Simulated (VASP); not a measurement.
# Ta (P-1) in VASP: further runs, part 2 of 2

VASP 6.6.1. The steps go on from the part before.

### Step 3. Single point, PBEsol

Contents of INCAR:

```
PREC     = Accurate       # precision mode
ENCUT    = 520            # plane-wave cutoff, eV
EDIFF    = 1E-6           # SCF threshold, eV
ISMEAR   = 0              # smearing method
SIGMA    = 0.05           # smearing width, eV
LREAL    = F              # projectors in reciprocal space
LASPH    = T              # aspherical terms in the spheres
NELM     = 80             # most SCF steps
ALGO     = Normal         # electronic algorithm
ISIF     = 2              # what is computed and relaxed
LWAVE    = F              # write WAVECAR
LCHARG   = T              # write CHGCAR
GGA      = PS             # functional
LELF     = T              # ELF
LVHAR    = T            
NBANDS   = 12             # bands
```

Contents of KPOINTS:

```
regular mesh
0
Gamma
  8 8 8
```

Contents of POSCAR:

```
Ta
1.0
   -1.7138403400      1.6638007000      1.6059510000
    1.6932035700     -1.6823021200      1.6038156500
    1.6862236500      1.6546854300     -1.6244524300
Ta
1
Direct
    0.0000000000      0.0000000000      0.0000000000
```

Potentials or basis: VASP PAW PBE potentials, release 64 (Ta_pv).

On the command line:

```console
$ cat potpaw_PBE.64/Ta_pv/POTCAR > POTCAR
$ mpirun -np 1 vasp_std > vasp.out
```

It took 24 s on 1 thread of AMD EPYC 9R45 (Zen 5), shared host; peak memory 0.15 GiB.

The run converged. Its results:

| Property | Result |
| --- | --- |
| Free energy | -12.5603 eV |
| Pressure | -5.0 GPa |

Stress tensor (GPa, compression positive):
```
-8.15  1.22  1.05
 1.22 -5.58  0.81
 1.05  0.81 -1.14
```

Levels at points of the mesh, in eV from the Fermi level:
```
           k point  band 2  band 3  band 4  band 5  band 6  band 7  band 8  band 9  band 10  band 11
(0.00, 0.00, 0.00)  -33.03  -32.97   -7.95    0.32    0.78    1.08    3.58    4.37    14.55    14.68
(0.50, 0.00, 0.00)  -33.45  -33.06   -4.38   -1.83    1.87    4.08    5.12    7.92    11.75    12.03
(0.00, 0.50, 0.00)  -33.42  -33.05   -4.39   -1.60    1.74    3.68    5.05    7.86    11.83    11.92
(0.50, 0.50, 0.00)  -33.34  -32.98   -4.45   -1.22    1.27    3.48    4.81    7.61    11.32    12.23
(0.00, 0.00, 0.50)  -33.39  -33.03   -4.41   -1.14    1.52    3.25    4.53    7.82    11.76    12.00
(0.50, 0.00, 0.50)  -33.39  -33.01   -4.42   -1.65    1.55    3.87    5.24    7.71    11.58    12.01
(0.00, 0.50, 0.50)  -33.42  -33.03   -4.41   -1.88    1.69    4.25    5.30    7.79    11.72    11.91
(0.50, 0.50, 0.50)  -33.85  -33.76   -3.90   -3.76    6.61    6.79    7.15    8.05     8.54     9.41
```

Caveat: the PAW data sets were made with another functional, which shifts forces and pressure a little; spin-orbit coupling is left out, which moves the levels of the heavy elements.

### Step 4. Single point, LDA

Contents of INCAR:

```
SYSTEM = Ta
PREC     = Accurate       ! precision mode
ENCUT    = 520            ! plane-wave cutoff, eV
EDIFF    = 1E-6           ! SCF threshold, eV
ISMEAR   = -1             ! smearing method
SIGMA    = 0.05           ! smearing width, eV
LREAL    = .FALSE.        ! projectors in reciprocal space
LASPH    = .TRUE.         ! aspherical terms in the spheres
NELM     = 100            ! most SCF steps
ALGO     = Normal         ! electronic algorithm
ISIF     = 2              ! what is computed and relaxed
LWAVE    = .FALSE.        ! write WAVECAR
LCHARG   = .FALSE.        ! write CHGCAR
NBANDS   = 12             ! bands
```

Contents of KPOINTS:

```
regular mesh
0
G
  7 7 6
  0 0 0
```

POSCAR is that of step 3.

Potentials or basis: VASP PAW LDA potentials, release 64 (Ta_pv).

On the command line:

```console
$ cat potpaw_LDA.64/Ta_pv/POTCAR > POTCAR
$ mpirun -np 1 vasp_std > vasp.out
```

OUTCAR:

```text
SYSTEM = Ta
   PREC = Accurate
   ENCUT = 520
   EDIFF = 1E-6
   ISMEAR = -1
   LREAL = .FALSE.
   LASPH = .TRUE.
   NELM = 100
   ISIF = 2

 ion  position               nearest neighbor table
   1  0.000  0.000  0.000-

  LATTYP: Found a triclinic cell.
 ALAT       =     7.5788318559
 B/A-ratio  =     0.6300958834
 C/A-ratio  =     0.3723719488
 COS(alpha) =     0.0145807528
 COS(beta)  =     0.2687105150
 COS(gamma) =     0.9507840636

  Lattice vectors:

 A1 = (  -6.7864711300,   3.3737195100,   0.0227721300)
 A2 = (  -3.4070439100,   3.3461028200,   0.0021353500)
 A3 = (  -1.6655868800,  -1.6361840100,  -1.5853142200)

Analysis of symmetry for initial positions (statically):
=====================================================================
 Subroutine PRICEL returns:
 Original cell was already a primitive cell.

 Routine SETGRP: Setting up the symmetry group for a
 triclinic supercell.

 Subroutine GETGRP returns: Found  2 space group operations
 (whereof  2 operations were pure point group operations)
 out of a pool of  2 trial point group operations.

The static configuration has the point symmetry S_2 .

Analysis of symmetry for dynamics (positions and initial velocities):
[... 162 lines left out ...]
 Fermi energy:         5.3774267362

 k-point     1 :       0.0000    0.0000    0.0000
  band No.  band energies     occupation
      1     -27.5243      2.00000
      2     -27.5152      2.00000
      3     -27.4504      2.00000
      4      -2.4375      2.00000
      5       5.6830      0.00442
      6       6.1254      0.00000
      7       6.4517      0.00000
      8       8.9401      0.00000
      9       9.7121      0.00000
     10      19.0841      0.00000
     11      20.0236      0.00000
     12      20.4609      0.00000
[... 331 lines left out ...]
 k-point    24 :      -0.2857    0.4286   -0.0000
  band No.  band energies     occupation
      1     -28.4491      2.00000
      2     -27.8214      2.00000
      3     -27.5758      2.00000
      4       1.4409      2.00000
      5       4.4147      2.00000
      6       4.9219      1.99978
      7       8.6044      0.00000
      8       9.9065      0.00000
      9      11.9793      0.00000
     10      18.1102      0.00000
     11      19.0974      0.00000
     12      20.3715      0.00000

 [... further k-points ...]
[... 5 lines left out ...]
  --------------------------------------------------------------------------------------
  -------------------------------------------------------------------------------------
  Total       -1.1638165     -1.0046559     -0.4145958      0.0883165      0.1293297      0.1520735
  in kB     -103.6165939    -89.4462574    -36.9121797      7.8629724     11.5144512     13.5393627
  external PRESSURE =     -76.6583437 kB  Pullay stress =       0.0000000 kB

 VOLUME and BASIS-vectors are now :
 -----------------------------------------------------------------------------
  energy-cutoff  :      520.00
  volume of cell :       18.00
      direct lattice vectors                 reciprocal lattice vectors
    -1.713840340  1.663800700  1.605951000     0.004390489  0.303125632  0.313324603
     1.693203570 -1.682302120  1.603815650     0.297857019  0.004226569  0.313488522
     1.686223650  1.654685430 -1.624452430     0.298413576  0.303846108  0.003670010

 POSITION                                       TOTAL-FORCE (eV/Angst)
 -----------------------------------------------------------------------------------
      0.00000      0.00000      0.00000        -0.000000      0.000000     -0.000000
 -----------------------------------------------------------------------------------
    total drift:                                0.000000      0.000000      0.000000

  FREE ENERGIE OF THE ION-ELECTRON SYSTEM (eV)
  ---------------------------------------------------
  free  energy   TOTEN  =       -12.8034802810 eV

  energy  without entropy=      -12.7932676253  energy(sigma->0) =      -12.79837395
```

It took 8.6 s on 1 thread of Intel Xeon 6975P-C, shared host; peak memory 0.15 GiB.

Results:

| Item | Value |
| --- | --- |
| Free energy | -12.8035 eV |
| Pressure | -7.7 GPa |

Stress tensor (GPa, compression positive):
```
-10.36   0.79   1.35
  0.79  -8.94   1.15
  1.35   1.15  -3.69
```

Caveat: the k points lie up to 0.45 Å⁻¹ apart; spin-orbit coupling is left out, which moves the levels of the heavy elements.

### Step 5. Single point, PBEsol

Contents of INCAR:

```
PREC = Accurate
ENCUT = 520
EDIFF = 1E-7
ISMEAR = -1
SIGMA = 0.05
LREAL = F
LASPH = T
NELM = 80
ALGO = Fast
ISIF = 2
LWAVE = F
LCHARG = F
GGA = PS
NBANDS = 12
```

Contents of KPOINTS:

```
Automatic mesh
0
Gamma
  7 7 6
```

POSCAR is that of step 4.

Potentials or basis: VASP PAW PBE potentials, release 64 (Ta_pv).

On the command line:

```console
$ cat potpaw_PBE.64/Ta_pv/POTCAR > POTCAR
$ mpirun -np 1 vasp_std > vasp.out
```

Run time: 14 s. Hardware: 1 thread of Intel Xeon 6975P-C, shared host; peak memory 0.16 GiB.

Results (log left out):

- Free energy: -12.5424 eV
- Pressure: -3.2 GPa

Stress tensor (GPa, compression positive):
```
-5.92  1.45  1.42
 1.45 -4.19  1.07
 1.42  1.07  0.60
```

Levels at points of the mesh, in eV from the Fermi level:
```csv
k point,band 4,band 5,band 6,band 7,band 8,band 9
"(0.00, 0.00, 0.00)",-7.90,0.35,0.80,1.13,3.62,4.40
"(0.00, 0.00, 0.50)",-4.36,-1.09,1.56,3.30,4.56,7.84
```

Caveat: the k points lie up to 0.45 Å⁻¹ apart; the PAW data sets were made with another functional, which shifts forces and pressure a little; spin-orbit coupling is left out, which moves the levels of the heavy elements.

### Step 6. Summary

```csv
level,potentials or basis,k mesh,smearing,gap on the mesh (eV),pressure (GPa)
PBEsol,"VASP PAW PBE potentials, release 64 (Ta_pv)",8 × 8 × 8,gaussian 0.05 eV,none,-5.0
LDA,"VASP PAW LDA potentials, release 64 (Ta_pv)",7 × 7 × 6,fermi-dirac 0.05 eV,none,-7.7
PBEsol,"VASP PAW PBE potentials, release 64 (Ta_pv)",7 × 7 × 6,fermi-dirac 0.05 eV,none,-3.2
```

Alike in all rows: task single point; no spin polarisation; cell as given; cutoff (eV) 520.

Caveats: some runs use coarse meshes; spin-orbit coupling is left out, which moves the levels of the heavy elements; the PAW data sets were made with another functional, which shifts forces and pressure a little (some runs).

Total energies depend on the potentials used, so only differences within one code and one set of settings carry meaning.
